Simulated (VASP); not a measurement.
Runs of VASP 6.6.1 on Li2O. The structure is that of space group Fm-3m (No. 225), or close to it. The cells are those of the table. 

| cell | gap on the mesh (eV) | pressure (GPa) |
| --- | --- | --- |
| a = 3.193 Å, angles 60.0°, 3 atoms | 5.11 | (a) |
| a = 3.324 Å, angles 60.0°, 3 atoms | 4.88 | -3.8 |
| a = 3.260 Å, angles 60.0°, 3 atoms | 4.99 | 0.5 |
| a = 3.292 Å, angles 60.0°, 3 atoms | (c) | -1.8 |
| a = 3.227 Å, angles 60.0°, 3 atoms | (b) | 3.2 |

Alike in all rows: task single point; level PBE; potentials or basis VASP PAW PBE potentials, release 64 (Li_sv, O); no spin polarisation; k mesh 6 × 6 × 6; cutoff (eV) 750; smearing gaussian 0.01 eV.

Question: Fill in the values left out.

Answer: (a) 6.4; (b) 5.05; (c) 4.93.

A k mesh can miss the band edges.
